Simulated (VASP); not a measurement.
# Si3N4 (P6_3/m) in VASP: single point with r2SCAN

Aim: the single point of Si3N4 with r2SCAN.

Everything below comes from runs of VASP 6.6.1. Logs are shortened: lines on timing, memory, paths and dates and some standing lists are left out, and cuts for length are marked.

**1. The cell of the first run**

It takes space group P6_3/m (No. 176, hexagonal). Conventional cell: a = 7.606 Å, b = 7.606 Å, c = 2.906 Å, α = 90.00°, β = 90.00°, γ = 120.00°. Within 2.3 Å of Si (site symmetry m) lie 4 N at 1.73 to 1.74 Å. N (site symmetry -6) has 3 Si at 1.73 Å within 2.3 Å. N (site symmetry m) has 3 Si at 1.73 to 1.74 Å within 2.3 Å.

**2. Single point, r2SCAN**

POSCAR

```
Si3N4
1.0
    7.6056800521      0.0000000000      0.0000000000
   -3.8028400261      6.5867121381      0.0000000000
    0.0000000000      0.0000000000      2.9057053849
Si N
6 8
Direct
    0.2306264105      0.8245830589      0.7500000000
    0.4060433516      0.2306264105      0.2500000000
    0.8245830589      0.5939566484      0.2500000000
    0.1754169411      0.4060433516      0.7500000000
    0.5939566484      0.7693735895      0.7500000000
    0.7693735895      0.1754169411      0.2500000000
    0.3333333333      0.6666666667      0.7500000000
    0.6666666667      0.3333333333      0.2500000000
    0.9687409997      0.6696830145      0.7500000000
    0.2990579852      0.9687409997      0.2500000000
    0.6696830145      0.7009420148      0.2500000000
    0.3303169855      0.2990579852      0.7500000000
    0.0312590003      0.3303169855      0.2500000000
    0.7009420148      0.0312590003      0.7500000000
```

INCAR.step1

```
SYSTEM = Si3N4
PREC = Accurate ; ENCUT = 520
ISMEAR = 0 ; SIGMA = 0.02
LREAL = .FALSE. ; LASPH = .TRUE.
NELM = 60 ; NBANDS = 45
GGA = PE ; ALGO = Normal
EDIFF = 1E-4 ; LWAVE = .TRUE.
LCHARG = .FALSE.
```

INCAR.step2

```
SYSTEM = Si3N4
PREC = Accurate ; ENCUT = 520
EDIFF = 1E-6 ; ISMEAR = 0
SIGMA = 0.02 ; LREAL = .FALSE.
LASPH = .TRUE. ; NELM = 60
ALGO = Normal ; ISIF = 2
LWAVE = .FALSE. ; LCHARG = .TRUE.
METAGGA = R2SCAN ; LMIXTAU = .TRUE.
LELF = .TRUE. ; LVHAR = .TRUE.
NBANDS = 45 ; ISTART = 1
```

KPOINTS

```
Automatic mesh
0
G
  6 6 8
  0 0 0
```

Potentials or basis: VASP PAW PBE potentials, release 64 (Si, N).

Command:

```sh
> cat potpaw_PBE.64/Si/POTCAR potpaw_PBE.64/N/POTCAR > POTCAR
> cp INCAR.step1 INCAR
> mpirun -np 1 vasp_std > vasp.out
> cp INCAR.step2 INCAR
> mpirun -np 1 vasp_std > vasp.out
```

OUTCAR:

```text
SYSTEM = Si3N4
   PREC = Accurate
   ENCUT = 520
   EDIFF = 1E-6
   ISMEAR = 0
   LREAL = .FALSE.
   LASPH = .TRUE.
   NELM = 60
   ISIF = 2
   METAGGA = R2SCAN
   ISTART = 1

 ion  position               nearest neighbor table
   1  0.231  0.825  0.750-   7 1.73   9 1.73  10 1.74  10 1.74   4 3.00   5 3.00   2 3.05   2 3.05
                             3 3.05   3 3.05
   2  0.406  0.231  0.250-   8 1.73  10 1.73  12 1.74  12 1.74   3 3.00   6 3.00   1 3.05   1 3.05
                             4 3.05   4 3.05
   3  0.825  0.594  0.250-   8 1.73  11 1.73   9 1.74   9 1.74   2 3.00   6 3.00   1 3.05   1 3.05
                             5 3.05   5 3.05
   4  0.175  0.406  0.750-   7 1.73  12 1.73  13 1.74  13 1.74   5 3.00   1 3.00   6 3.05   6 3.05
                             2 3.05   2 3.05
   5  0.594  0.769  0.750-   7 1.73  14 1.73  11 1.74  11 1.74   4 3.00   1 3.00   6 3.05   6 3.05
                             3 3.05   3 3.05
   6  0.769  0.175  0.250-   8 1.73  13 1.73  14 1.74  14 1.74   3 3.00   2 3.00   5 3.05   5 3.05
                             4 3.05   4 3.05
   7  0.333  0.667  0.750-   1 1.73   4 1.73   5 1.73
   8  0.667  0.333  0.250-   6 1.73   3 1.73   2 1.73
   9  0.969  0.670  0.750-   1 1.73   3 1.74   3 1.74
  10  0.299  0.969  0.250-   2 1.73   1 1.74   1 1.74
  11  0.670  0.701  0.250-   3 1.73   5 1.74   5 1.74
  12  0.330  0.299  0.750-   4 1.73   2 1.74   2 1.74
  13  0.031  0.330  0.250-   6 1.73   4 1.74   4 1.74
  14  0.701  0.031  0.750-   5 1.73   6 1.74   6 1.74

  LATTYP: Found a hexagonal cell.
 ALAT       =     7.6056800521
 C/A-ratio  =     0.3820441256

  Lattice vectors:

 A1 = (   7.6056800521,   0.0000000000,   0.0000000000)
 A2 = (  -3.8028400261,   6.5867121381,   0.0000000000)
 A3 = (   0.0000000000,   0.0000000000,   2.9057053849)

Analysis of symmetry for initial positions (statically):
=====================================================================
 Subroutine PRICEL returns:
 Original cell was already a primitive cell.

 Routine SETGRP: Setting up the symmetry group for a
 hexagonal supercell.

 Subroutine GETGRP returns: Found 12 space group operations
 (whereof  6 operations were pure point group operations)
 out of a pool of 24 trial point group operations.

The static configuration has the point symmetry S_6 .
 The point group associated with its full space group is C_6h.

Analysis of symmetry for dynamics (positions and initial velocities):
=====================================================================
 Subroutine PRICEL returns:
 Original cell was already a primitive cell.

 Routine SETGRP: Setting up the symmetry group for a
 hexagonal supercell.

 Subroutine GETGRP returns: Found 12 space group operations
 (whereof  6 operations were pure point group operations)
 out of a pool of 24 trial point group operations.

The dynamic configuration has the point symmetry S_6 .
 The point group associated with its full space group is C_6h.

 Subroutine INISYM returns: Found 12 space group operations
 (whereof  6 operations are pure point group operations),
 and found     1 'primitive' translations

----------------------------------------------------------------------------------------

                                     Primitive cell

  volume of cell :     145.5655

  direct lattice vectors                    reciprocal lattice vectors
     7.605680052  0.000000000  0.000000000     0.131480682  0.075910407  0.000000000
    -3.802840026  6.586712138  0.000000000     0.000000000  0.151820814  0.000000000
     0.000000000  0.000000000  2.905705385     0.000000000  0.000000000  0.344150513

  length of vectors
     7.605680052  7.605680052  2.905705385     0.151820814  0.151820814  0.344150513

  position of ions in fractional coordinates (direct lattice)
     0.230626411  0.824583059  0.750000000
     0.406043352  0.230626411  0.250000000
     0.824583059  0.593956648  0.250000000
     0.175416941  0.406043352  0.750000000
     0.593956648  0.769373589  0.750000000
     0.769373589  0.175416941  0.250000000
     0.333333333  0.666666667  0.750000000
     0.666666667  0.333333333  0.250000000
     0.968741000  0.669683015  0.750000000
[... 35 lines left out ...]
     0.000000000  0.025303469  0.000000000     0.000000000  0.166666667  0.000000000
     0.000000000  0.000000000  0.043018814     0.000000000  0.000000000  0.125000000

  Length of vectors
     0.025303469  0.025303469  0.043018814

  Shift w.r.t. Gamma in fractional coordinates (k-lattice)
     0.000000000  0.000000000  0.000000000

 Subroutine IBZKPT returns following result:
 ===========================================

 Found     40 irreducible k-points:

 Following reciprocal coordinates:
            Coordinates               Weight
  0.000000  0.000000  0.000000      1.000000
  0.166667  0.000000  0.000000      6.000000
  0.333333  0.000000  0.000000      6.000000
  0.500000  0.000000  0.000000      3.000000
  0.166667  0.166667  0.000000      6.000000
  0.333333  0.166667  0.000000      6.000000
[... 16 lines left out ...]
 -0.333333  0.500000 -0.250000     12.000000
  0.333333  0.333333  0.250000      4.000000
 [... further k-points ...]
   k-points           NKPTS =     40   k-points in BZ     NKDIM =     40   number of bands    NBANDS=     45
   number of dos      NEDOS =    301   number of ions     NIONS =     14
   total plane-waves  NPLWV =  86400
   dimension x,y,z NGX =    60 NGY =   60 NGZ =   24
   dimension x,y,z NGXF=   120 NGYF=  120 NGZF=   48
   ions per type =               6   8
   NGX,Y,Z   is equivalent  to a cutoff of  13.11, 13.11, 13.73 a.u.
   NGXF,Y,Z  is equivalent  to a cutoff of  26.23, 26.23, 27.46 a.u.
 SYSTEM =  Si3N4
   PREC   = accura    normal or accurate (medium, high low for compatibility)
   ISTART =      1    job   : 0-new  1-cont  2-samecut
   ICHARG =      0    charge: 1-file 2-atom 10-const
   ISPIN  =      1    spin polarized calculation?
   LNONCOLLINEAR =      F non collinear calculations
   LSORBIT =      F    spin-orbit coupling
   LASPH  =      T    aspherical Exc in radial PAW
   ENCUT  =  520.0 eV  38.22 Ry    6.18 a.u.  14.14 14.14  5.40*2*pi/ulx,y,z
   NELM   =     60;   NELMIN=  2; NELMDL=  0     # of ELM steps
   EDIFF  = 0.1E-05   stopping-criterion for ELM
   LREAL  =      F    real-space projection
   EDIFFG = 0.1E-04   stopping-criterion for IOM
   NSW    =      0    number of steps for IOM
   IBRION =     -1    ionic relax: 0-MD 1-quasi-New 2-CG
   NFREE  =      0    steps in history (QN), initial steepest desc. (CG)
   ISIF   =      2    stress and relaxation
   ISYM   =      2    0-nonsym 1-usesym 2-fastsym
   POTIM  = 0.5000    time-step for ionic-motion
   TEBEG  =    0.0;   TEEND  =   0.0 temperature during run
   PSTRESS=    0.0 pullay stress
   NELECT =      64.0000    total number of electrons
   NUPDOWN=      -1.0000    fix difference up-down
   EMIN   =  10.00;   EMAX   =-10.00  energy-range for DOS
   EFERMI =   0.00;   METHOD = LEGACY
   ISMEAR =     0;   SIGMA  =   0.02  broadening in eV -4-tet -1-fermi 0-gaus
   EFERMI_NEDOS =   21; number of points for ismear=-14 and -15
   IALGO  =     38    algorithm
   IMIX   =      4    mixing-type and parameters
     AMIX     =   0.40;   BMIX     =  1.00
     AMIX_MAG =   1.60;   BMIX_MAG =  1.00
  volume/ion in A,a.u.               =      10.40        70.17
  Fermi-wavevector in a.u.,A,eV,Ry     =   1.244845  2.352417 21.084130  1.549640
  Thomas-Fermi vector in A             =   2.379094
   LORBIT       =      0    0 simple, 1 ext, 2 COOP (PROOUT), +10 PAW based schemes
   METAGGA = R2SCAN    functional components
   LHFCALC =     F    Hartree Fock is set to
   AEXX    =    0.0000 exact exchange contribution
   IVDW    =     0    specifies the selected vdW correction
   LEPSILON=     F    determine dielectric tensor
   LRPA    =     F    only Hartree local field effects (RPA)
 non-spin polarized calculation
 Gauss-broadening in eV      SIGMA  =   0.02
  energy-cutoff  :      520.00
  volume of cell :      145.57
 maximum number of plane-waves:      3965
 NGX is ok and might be reduce to    60
   NGX = 29   NGY = 29   NGZ = 11

 number of electron      63.9999992 magnetization

 Free energy of the ion-electron system (eV)
  ---------------------------------------------------
  ext. energy  EPLUGINS =         0.00000000
  ---------------------------------------------------
  free energy    TOTEN  =      -144.16565773 eV

  energy without entropy =     -144.16565773  energy(sigma->0) =     -144.16565773

 E-fermi :   6.6317     XC(G=0): -11.3718

 val. band max:        6.5162448681   @ k =   0.0000   0.0000   0.1250
 cond. band min:      11.5169820668   @ k =   0.0000   0.0000   0.0000
 fundamental gap:      5.0007371987
 Fermi energy:         6.6317263246

 k-point     1 :       0.0000    0.0000    0.0000
  band No.  band energies     occupation
      1     -12.5842      2.00000
      2     -11.1133      2.00000
      3     -11.1133      2.00000
      4     -10.4560      2.00000
      5     -10.3215      2.00000
      6     -10.3215      2.00000
[... 1117 lines left out ...]
     43      15.6268      0.00000
     44      15.6268      0.00000

 [... further k-points ...]

 [bands above 44 left out]

------------------------ aborting loop because EDIFF is reached ----------------------------------------

  FORCE on cell =-STRESS in cart. coord.  units (eV):
  Direction    XX          YY          ZZ          XY          YZ          ZX
  --------------------------------------------------------------------------------------
  -------------------------------------------------------------------------------------
  Total       -0.1373145     -0.1373145     -0.1766763      0.0000010     -0.0000000      0.0000000
  in kB       -1.5113625     -1.5113625     -1.9446018      0.0000107     -0.0000000      0.0000000
  external PRESSURE =      -1.6557756 kB  Pullay stress =       0.0000000 kB

 VOLUME and BASIS-vectors are now :
 -----------------------------------------------------------------------------
  energy-cutoff  :      520.00
  volume of cell :      145.57
      direct lattice vectors                 reciprocal lattice vectors
     7.605680052  0.000000000  0.000000000     0.131480682  0.075910407  0.000000000
    -3.802840026  6.586712138  0.000000000     0.000000000  0.151820814  0.000000000
     0.000000000  0.000000000  2.905705385     0.000000000  0.000000000  0.344150513

 POSITION                                       TOTAL-FORCE (eV/Angst)
 -----------------------------------------------------------------------------------
     -1.38169      5.43129      2.17928        -0.002592     -0.001695      0.000000
      2.21120      1.51907      0.72643         0.000172     -0.003093     -0.000000
      4.01279      3.91222      0.72643        -0.002764      0.001397     -0.000000
     -0.20995      2.67449      2.17928         0.002764     -0.001397      0.000000
      1.59164      5.06764      2.17928        -0.000172      0.003093      0.000000
      5.18453      1.15542      0.72643         0.002592      0.001695     -0.000000
     -0.00000      4.39114      2.17928         0.000000      0.000000     -0.000000
      3.80284      2.19557      0.72643         0.000000      0.000000     -0.000000
      4.82124      4.41101      2.17928         0.001967      0.002701      0.000000
     -1.40943      6.38082      0.72643        -0.001356      0.003055     -0.000000
      2.42782      4.61690      0.72643         0.003323     -0.000353      0.000000
      1.37502      1.96981      2.17928        -0.003323      0.000353      0.000000
     -1.01840      2.17570      0.72643        -0.001967     -0.002701     -0.000000
      5.21227      0.20589      2.17928         0.001356     -0.003055     -0.000000
 -----------------------------------------------------------------------------------
    total drift:                               -0.000000      0.000000     -0.000000

  FREE ENERGIE OF THE ION-ELECTRON SYSTEM (eV)
  ---------------------------------------------------
  free  energy   TOTEN  =      -144.1656577254 eV

  energy  without entropy=     -144.1656577254  energy(sigma->0) =     -144.16565773
```

Run time: 6.6 min. Hardware: 1 thread of Intel Xeon 6975P-C (Granite Rapids), shared host; peak memory 0.41 GiB.

Results:

```
Free energy            : -144.1657 eV
Pressure               : -0.2 GPa
Largest force          : 0.003 eV/Å
Band gap on the k mesh : 5.00 eV (least direct gap 5.20 eV)
```

Forces on the atoms (eV/Å):
```
Si  -0.003 -0.002  0.000
Si   0.000 -0.003  0.000
Si  -0.003  0.001  0.000
Si   0.003 -0.001  0.000
Si   0.000  0.003  0.000
Si   0.003  0.002  0.000
N    0.000  0.000  0.000
N    0.000  0.000  0.000
N    0.002  0.003  0.000
N   -0.001  0.003  0.000
N    0.003  0.000  0.000
N   -0.003  0.000  0.000
N   -0.002 -0.003  0.000
N    0.001 -0.003  0.000
```

Levels at points of the mesh, in eV from the valence-band top:
```tsv
k point	band 28	band 29	band 30	band 31	band 32	band 33	band 34	band 35	band 36	band 37
(0.00, 0.00, 0.00)	-1.30	-1.30	-0.46	-0.40	-0.19	5.00	5.28	5.57	5.57	5.91
(0.50, 0.00, 0.00)	-1.73	-1.35	-0.80	-0.32	-0.25	5.27	5.39	5.57	5.97	6.33
(0.00, 0.00, 0.50)	-1.67	-1.67	-1.67	-1.35	-1.35	5.35	5.35	5.35	5.35	7.98
(0.50, 0.00, 0.50)	-1.93	-1.55	-1.55	-1.07	-1.07	5.45	5.45	6.52	6.52	6.93
```

Caveat: the PAW data sets were made with another functional, which shifts forces and pressure a little.
